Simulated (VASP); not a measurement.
# SiC (Imm2) in VASP: further runs

Runs on SiC. Level: r2SCAN. Tasks: single point.

All numbers are computed with VASP 6.6.1; they aren't measurements. Logs are shortened: lines on timing, memory, paths and dates and some standing lists are left out, and cuts for length are marked.

## (1) The cell of the first run

Symmetry: Imm2, No. 44, orthorhombic system. Conventional cell: a = 3.075 Å, b = 3.075 Å, c = 4.348 Å, α = 90.00°, β = 90.00°, γ = 90.00°. Si (site symmetry mm2) has 4 C at 1.73 to 2.07 Å within 2.3 Å. C (site symmetry mm2) has 4 Si at 1.73 to 2.07 Å within 2.3 Å.

## (2) Single point, r2SCAN (all C atoms moved -0.300 Å, as atom 2 along Cartesian [0 0 1])

POSCAR reads:

```
SiC
1.0
    0.0000000000      2.1740000000      2.1740000000
    2.1740000000      0.0000000000      2.1740000000
    2.1740000000      2.1740000000      0.0000000000
Si C
1 1
Direct
    0.0000000000      0.0000000000      0.0000000000
    0.6810027599      0.6810027599      0.8189972401
```

INCAR.step1 reads:

```
ALGO = Normal
EDIFF = 1E-4
ENCUT = 520
GGA = PE
ISMEAR = 0
LASPH = True
LCHARG = False
LREAL = False
LWAVE = True
NBANDS = 11
NELM = 100
PREC = Accurate
SIGMA = 0.05
```

INCAR.step2 reads:

```
ALGO = Normal
EDIFF = 1E-6
ENCUT = 520
ISIF = 2
ISMEAR = 0
ISTART = 1
LASPH = True
LCHARG = True
LELF = True
LMIXTAU = True
LREAL = False
LVHAR = True
LWAVE = False
METAGGA = R2SCAN
NBANDS = 11
NELM = 100
PREC = Accurate
SIGMA = 0.05
```

KPOINTS reads:

```
k-points
0
Gamma
  12 12 12
```

Potentials or basis: VASP PAW PBE potentials, release 64 (Si, C).

Run with:

```sh
$ cat potpaw_PBE.64/Si/POTCAR potpaw_PBE.64/C/POTCAR > POTCAR
$ cp INCAR.step1 INCAR
$ mpirun -np 1 vasp_std > vasp.out
$ cp INCAR.step2 INCAR
$ mpirun -np 1 vasp_std > vasp.out
```

OUTCAR:

```text
EDIFF = 1E-6
   ENCUT = 520
   ISIF = 2
   ISMEAR = 0
   ISTART = 1
   LASPH = True
   LREAL = False
   METAGGA = R2SCAN
   NELM = 100
   PREC = Accurate

 ion  position               nearest neighbor table
   1  0.000  0.000  0.000-   2 1.73   2 1.73   2 2.07   2 2.07
   2  0.681  0.681  0.819-   1 1.73   1 1.73   1 2.07   1 2.07

  LATTYP: Found a face centered cubic cell.
 ALAT       =     4.3480000000

  Lattice vectors:

 A1 = (   0.0000000000,   2.1740000000,   2.1740000000)
 A2 = (   2.1740000000,   0.0000000000,   2.1740000000)
 A3 = (   2.1740000000,   2.1740000000,   0.0000000000)

Analysis of symmetry for initial positions (statically):
=====================================================================
 Subroutine PRICEL returns:
 Original cell was already a primitive cell.

 Routine SETGRP: Setting up the symmetry group for a
 face centered cubic supercell.

 Subroutine GETGRP returns: Found  4 space group operations
 (whereof  4 operations were pure point group operations)
 out of a pool of 48 trial point group operations.

The static configuration has the point symmetry C_2v.

Analysis of symmetry for dynamics (positions and initial velocities):
=====================================================================
 Subroutine PRICEL returns:
 Original cell was already a primitive cell.

 Routine SETGRP: Setting up the symmetry group for a
 face centered cubic supercell.

 Subroutine GETGRP returns: Found  4 space group operations
 (whereof  4 operations were pure point group operations)
 out of a pool of 48 trial point group operations.

The dynamic configuration has the point symmetry C_2v.

 Subroutine INISYM returns: Found  4 space group operations
 (whereof  4 operations are pure point group operations),
 and found     1 'primitive' translations

----------------------------------------------------------------------------------------

                                     Primitive cell

  volume of cell :      20.5498

  direct lattice vectors                    reciprocal lattice vectors
     0.000000000  2.174000000  2.174000000    -0.229990800  0.229990800  0.229990800
     2.174000000  0.000000000  2.174000000     0.229990800 -0.229990800  0.229990800
     2.174000000  2.174000000  0.000000000     0.229990800  0.229990800 -0.229990800

  length of vectors
     3.074500285  3.074500285  3.074500285     0.398355752  0.398355752  0.398355752

  position of ions in fractional coordinates (direct lattice)
     0.000000000  0.000000000  0.000000000
     0.681002760  0.681002760  0.818997240

  ion indices of the primitive-cell ions
   primitive index   ion index
                 1           1
                 2           2

----------------------------------------------------------------------------------------

 KPOINTS: k-points

Automatic generation of k-mesh.
 Grid dimensions read from file:
 generate k-points for:   12   12   12

 Generating k-lattice:

  Cartesian coordinates                     Fractional coordinates (reciprocal lattice)
    -0.019165900  0.019165900  0.019165900     0.083333333  0.000000000  0.000000000
     0.019165900 -0.019165900  0.019165900     0.000000000  0.083333333  0.000000000
     0.019165900  0.019165900 -0.019165900     0.000000000  0.000000000  0.083333333

  Length of vectors
     0.033196313  0.033196313  0.033196313

  Shift w.r.t. Gamma in fractional coordinates (k-lattice)
     0.000000000  0.000000000  0.000000000

 Subroutine IBZKPT returns following result:
 ===========================================

 Found    280 irreducible k-points:

 Following reciprocal coordinates:
            Coordinates               Weight
  0.000000  0.000000  0.000000      1.000000
  0.083333  0.000000  0.000000      4.000000
  0.000000  0.000000  0.083333      4.000000
  0.166667  0.000000  0.000000      4.000000
  0.000000  0.000000  0.166667      4.000000
  0.250000  0.000000  0.000000      4.000000
[... 16 lines left out ...]
  0.083333  0.083333 -0.166667      4.000000
  0.333333  0.083333  0.000000      4.000000
 [... further k-points ...]
   k-points           NKPTS =    280   k-points in BZ     NKDIM =    280   number of bands    NBANDS=     11
   number of dos      NEDOS =    301   number of ions     NIONS =      2
   total plane-waves  NPLWV =  13824
   dimension x,y,z NGX =    24 NGY =   24 NGZ =   24
   dimension x,y,z NGXF=    48 NGYF=   48 NGZF=   48
   ions per type =               1   1
   NGX,Y,Z   is equivalent  to a cutoff of  12.98, 12.98, 12.98 a.u.
   NGXF,Y,Z  is equivalent  to a cutoff of  25.95, 25.95, 25.95 a.u.
 SYSTEM =  unknown system
   PREC   = accura    normal or accurate (medium, high low for compatibility)
   ISTART =      1    job   : 0-new  1-cont  2-samecut
   ICHARG =      0    charge: 1-file 2-atom 10-const
   ISPIN  =      1    spin polarized calculation?
   LNONCOLLINEAR =      F non collinear calculations
   LSORBIT =      F    spin-orbit coupling
   LASPH  =      T    aspherical Exc in radial PAW
   ENCUT  =  520.0 eV  38.22 Ry    6.18 a.u.   5.72  5.72  5.72*2*pi/ulx,y,z
   NELM   =    100;   NELMIN=  2; NELMDL=  0     # of ELM steps
   EDIFF  = 0.1E-05   stopping-criterion for ELM
   LREAL  =      F    real-space projection
   EDIFFG = 0.1E-04   stopping-criterion for IOM
   NSW    =      0    number of steps for IOM
   IBRION =     -1    ionic relax: 0-MD 1-quasi-New 2-CG
   NFREE  =      0    steps in history (QN), initial steepest desc. (CG)
   ISIF   =      2    stress and relaxation
   ISYM   =      2    0-nonsym 1-usesym 2-fastsym
   POTIM  = 0.5000    time-step for ionic-motion
   TEBEG  =    0.0;   TEEND  =   0.0 temperature during run
   PSTRESS=    0.0 pullay stress
   NELECT =       8.0000    total number of electrons
   NUPDOWN=      -1.0000    fix difference up-down
   EMIN   =  10.00;   EMAX   =-10.00  energy-range for DOS
   EFERMI =   0.00;   METHOD = LEGACY
   ISMEAR =     0;   SIGMA  =   0.05  broadening in eV -4-tet -1-fermi 0-gaus
   EFERMI_NEDOS =   21; number of points for ismear=-14 and -15
   IALGO  =     38    algorithm
   IMIX   =      4    mixing-type and parameters
     AMIX     =   0.40;   BMIX     =  1.00
     AMIX_MAG =   1.60;   BMIX_MAG =  1.00
  volume/ion in A,a.u.               =      10.27        69.34
  Fermi-wavevector in a.u.,A,eV,Ry     =   1.195369  2.258920 19.441458  1.428907
  Thomas-Fermi vector in A             =   2.331336
   LORBIT       =      0    0 simple, 1 ext, 2 COOP (PROOUT), +10 PAW based schemes
   METAGGA = R2SCAN    functional components
   LHFCALC =     F    Hartree Fock is set to
   AEXX    =    0.0000 exact exchange contribution
   IVDW    =     0    specifies the selected vdW correction
   LEPSILON=     F    determine dielectric tensor
   LRPA    =     F    only Hartree local field effects (RPA)
 non-spin polarized calculation
 Gauss-broadening in eV      SIGMA  =   0.05
  energy-cutoff  :      520.00
  volume of cell :       20.55
 maximum number of plane-waves:       568
   NGX = 11   NGY = 11   NGZ = 11

 number of electron       8.0000000 magnetization

 Free energy of the ion-electron system (eV)
  ---------------------------------------------------
  ext. energy  EPLUGINS =         0.00000000
  ---------------------------------------------------
  free energy    TOTEN  =       -18.48016680 eV

  energy without entropy =      -18.48016680  energy(sigma->0) =      -18.48016680

 E-fermi :   9.3252     XC(G=0): -11.9663

 val. band max:        9.1361831604   @ k =   0.0000   0.0000   0.0000
 cond. band min:       9.5116760806   @ k =   0.0000   0.5000   0.5000
 fundamental gap:      0.3754929202
 Fermi energy:         9.3252256387

 k-point     1 :       0.0000    0.0000    0.0000
  band No.  band energies     occupation
      1      -8.2366      2.00000
      2       6.3975      2.00000
      3       8.2437      2.00000
      4       9.1362      2.00000
      5      14.5093      0.00000
      6      15.7614      0.00000
      7      15.9668      0.00000
      8      16.7410      0.00000
      9      23.1388      0.00000
     10      23.3563      0.00000
     11      24.6962      0.00000

 k-point     2 :       0.0833    0.0000    0.0000
  band No.  band energies     occupation
      1      -8.0940      2.00000
      2       5.9386      2.00000
      3       7.9899      2.00000
      4       9.0227      2.00000
      5      14.7237      0.00000
      6      15.7717      0.00000
      7      15.9255      0.00000
      8      17.2579      0.00000
      9      22.0627      0.00000
     10      22.6536      0.00000
     11      25.6615      0.00000

 k-point     3 :       0.0000    0.0000    0.0833
  band No.  band energies     occupation
      1      -8.0984      2.00000
      2       6.3259      2.00000
      3       7.6858      2.00000
      4       8.7687      2.00000
      5      14.8050      0.00000
      6      15.6663      0.00000
      7      16.3163      0.00000
      8      16.9184      0.00000
      9      22.5981      0.00000
     10      22.8755      0.00000
     11      24.5806      0.00000

 k-point     4 :       0.1667    0.0000    0.0000
  band No.  band energies     occupation
      1      -7.6703      2.00000
      2       4.6467      2.00000
      3       7.5333      2.00000
      4       8.7491      2.00000
      5      14.6833      0.00000
      6      16.1612      0.00000
      7      16.1848      0.00000
      8      18.0731      0.00000
      9      21.2654      0.00000
     10      21.7029      0.00000
     11      25.0511      0.00000

 k-point     5 :       0.0000    0.0000    0.1667
  band No.  band energies     occupation
      1      -7.6896      2.00000
      2       5.9966      2.00000
      3       6.1420      2.00000
      4       8.4265      2.00000
      5      14.6363      0.00000
      6      15.9857      0.00000
      7      17.0376      0.00000
      8      17.2732      0.00000
      9      21.8962      0.00000
     10      22.6713      0.00000
     11      23.9216      0.00000
[... 211 lines left out ...]
 k-point    21 :       0.0000    0.2500    0.0833
  band No.  band energies     occupation
      1      -7.1145      2.00000
      2       3.4433      2.00000
      3       6.9286      2.00000
      4       8.3713      2.00000
      5      14.5055      0.00000
      6      15.5078      0.00000
      7      17.0149      0.00000
      8      18.7392      0.00000
      9      20.5013      0.00000
     10      22.6756      0.00000
     11      25.4318      0.00000

 k-point    22 :       0.0833    0.0000    0.2500
  band No.  band energies     occupation
      1      -7.1566      2.00000
      2       4.6776      2.00000
      3       5.8217      2.00000
      4       7.7655      2.00000
      5      14.3452      0.00000
      6      16.2415      0.00000
      7      16.8537      0.00000
      8      17.8028      0.00000
      9      21.2448      0.00000
     10      24.1081      0.00000
     11      24.6318      0.00000

 k-point    23 :       0.0833    0.0833   -0.1667
  band No.  band energies     occupation
      1      -7.1481      2.00000
      2       4.5786      2.00000
      3       5.6300      2.00000
      4       8.0880      2.00000
      5      14.3893      0.00000
      6      15.7071      0.00000
      7      17.7749      0.00000
      8      17.8796      0.00000
      9      21.2866      0.00000
     10      23.1926      0.00000
     11      24.4378      0.00000

 k-point    24 :       0.3333    0.0833    0.0000
  band No.  band energies     occupation
      1      -6.2787      2.00000
      2       1.7983      2.00000
      3       6.5628      2.00000
      4       7.6531      2.00000
      5      14.3397      0.00000
      6      16.4440      0.00000
      7      16.5859      0.00000
      8      18.2200      0.00000
      9      21.8589      0.00000
     10      23.9796      0.00000
     11      25.1043      0.00000

 [... further k-points ...]

------------------------ aborting loop because EDIFF is reached ----------------------------------------

  FORCE on cell =-STRESS in cart. coord.  units (eV):
  Direction    XX          YY          ZZ          XY          YZ          ZX
  --------------------------------------------------------------------------------------
  -------------------------------------------------------------------------------------
  Total        2.2036289      2.2036289      0.0833060     -2.5718210      0.0000000      0.0000000
  in kB      171.8068335    171.8068335      6.4949835   -200.5130805      0.0000000      0.0000000
  external PRESSURE =     116.7028835 kB  Pullay stress =       0.0000000 kB

 VOLUME and BASIS-vectors are now :
 -----------------------------------------------------------------------------
  energy-cutoff  :      520.00
  volume of cell :       20.55
      direct lattice vectors                 reciprocal lattice vectors
     0.000000000  2.174000000  2.174000000    -0.229990800  0.229990800  0.229990800
     2.174000000  0.000000000  2.174000000     0.229990800 -0.229990800  0.229990800
     2.174000000  2.174000000  0.000000000     0.229990800  0.229990800 -0.229990800

 POSITION                                       TOTAL-FORCE (eV/Angst)
 -----------------------------------------------------------------------------------
      0.00000      0.00000      0.00000         0.000000      0.000000     -5.317623
      3.26100      3.26100      2.96100         0.000000      0.000000      5.317623
 -----------------------------------------------------------------------------------
    total drift:                               -0.000001     -0.000001     -0.000101

  FREE ENERGIE OF THE ION-ELECTRON SYSTEM (eV)
  ---------------------------------------------------
  free  energy   TOTEN  =       -18.4801667953 eV

  energy  without entropy=      -18.4801667952  energy(sigma->0) =      -18.48016680
```

It took 1.8 min on 1 thread of Intel Xeon Platinum 8259CL at 2.50GHz (Skylake/Cascade Lake), shared host; peak memory 0.18 GiB.

What came out:

| Item | Value |
| --- | --- |
| Free energy | -18.4802 eV |
| Pressure | 11.7 GPa |
| Largest force | 5.318 eV/Å |
| Band gap on the k mesh | 0.38 eV, indirect (least direct gap 4.38 eV) |

Forces in eV/Å, atoms in the order of the input:
```
Si   0.000  0.000 -5.318
C    0.000  0.000  5.318
```

Caveat: the cell differs from its parent crystal (all C atoms moved -0.300 Å, as atom 2 along Cartesian [0 0 1]); the PAW data sets were made with another functional, which shifts forces and pressure a little.

(Continued in part 2 of 2.)
